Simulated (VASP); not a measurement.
Write the native input for VASP 6.6.1 that does the following.

* Task: single point
* Functional: RPBE
* Potentials or basis: VASP PAW PBE potentials, release 64 (Al, S, H)
* Cutoff: 590 eV
* k mesh: 1 × 1 × 1
* Occupations: gaussian, width 0.03 eV
* Spin: no spin polarisation
* Tolerance level: tight
* Purpose: forces
* Further INCAR settings: ADDGRID = False; ALGO = Normal; EDIFF = 1e-08; NBANDS = 32; NELMDL = -8; ISIF = 0

The structure of AlSH3 lies in POSCAR:

```
AlH3S
1.0
   13.0000000000      0.0000000000      0.0000000000
    0.0000000000     11.0000000000      0.0000000000
    0.0000000000      0.0000000000     12.0000000000
Al S H
1 1 3
Direct
    0.4544538500      0.4939863600      0.5068500000
    0.5887000000      0.4686318200      0.6133750000
    0.3494076900      0.4407227300      0.5512500000
    0.4679153800      0.5630954500      0.3922916700
    0.6525923100      0.5259863600      0.5494083400
```

This cell differs from its parent crystal: last atom moved by 0.08 Å along z.

One way to write it, as run:

INCAR

```
  ADDGRID = False
  ALGO = Normal
  EDIFF = 1E-8
  EFERMI = MIDGAP
  ENCUT = 590
  GGA = RP
  GGA_COMPAT = False
  ISIF = 0
  ISMEAR = 0
  LASPH = True
  LCHARG = False
  LREAL = False
  LWAVE = False
  NBANDS = 32
  NELM = 120
  NELMDL = -8
  PREC = Accurate
  SIGMA = 0.03
```

KPOINTS

```
k-points
0
Gamma
  1 1 1
```

Potentials or basis: VASP PAW PBE potentials, release 64 (Al, S, H).

Command:

```bash
$ cat potpaw_PBE.64/Al/POTCAR potpaw_PBE.64/S/POTCAR potpaw_PBE.64/H/POTCAR > POTCAR
$ mpirun -np 1 vasp_gam > vasp.out
```

It gave:

```yaml
Largest_force: 1.657 eV/Å
Gap_between_the_frontier_levels: 4.57 eV
```

Caveat: the cell differs from its parent crystal (last atom moved by 0.08 Å along z); the PAW data sets were made with another functional, which shifts forces and pressure a little.

It took 2.8 min on 1 thread of Intel(R) Xeon(R) 6975P-C (Granite Rapids), with other jobs on the host, peak memory 1.4 GiB.
